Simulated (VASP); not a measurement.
Wanted: the native input for a VASP 6.6.1 run.

| Property | Result |
| --- | --- |
| Task | single point |
| Functional | PBEsol |
| Potentials or basis | VASP PAW PBE potentials, release 64 (Cd, Au) |
| Cutoff | 520 eV |
| k mesh | 18 × 18 × 12 |
| Occupations | gaussian, width 0.15 eV |
| Spin | no spin polarisation |
| Dipole correction | no |
| Further INCAR settings | ALGO = Fast; EDIFF = 1e-06; NBANDS = 18 |

The structure of CdAu lies in POSCAR:

```
CdAu
1.0
    3.0562858432      0.0000000000      0.0000000000
   -1.5281429216      2.6468211814      0.0000000000
    0.0000000000      0.0000000000      5.2421414782
Cd Au
1 1
Direct
    0.0000000000      0.0000000000      0.0000000000
    0.3333333333      0.6666666667      0.5000000000
```

This cell differs from its parent crystal: volume 21.203 Å^3 an atom, c/a of the conventional cell 1.7152.

The input as run:

INCAR

```
SYSTEM = CdAu
  PREC = Accurate
  ENCUT = 520
  EDIFF = 1E-6
  ISMEAR = 0
  SIGMA = 0.15
  LREAL = .False.
  LASPH = .True.
  NELM = 60
  ALGO = Fast
  ISIF = 2
  LWAVE = .False.
  LCHARG = .True.
  GGA = PS
  LELF = .True.
  LVHAR = .True.
  NBANDS = 18
```

KPOINTS

```
Automatic mesh
0
Gamma
  18 18 12
  0 0 0
```

Potentials or basis: VASP PAW PBE potentials, release 64 (Cd, Au).

Command:

```sh
$ cat potpaw_PBE.64/Cd/POTCAR potpaw_PBE.64/Au/POTCAR > POTCAR
$ mpirun -np 1 vasp_std > vasp.out
```

Results of the run:

The pressure is -11.1 GPa.

Caveat: the PAW data sets were made with another functional, which shifts forces and pressure a little.

Wall time 2.1 min on 1 thread of Intel(R) Xeon(R) Platinum 8488C (Sapphire Rapids) (shared host), peak memory 0.33 GiB.
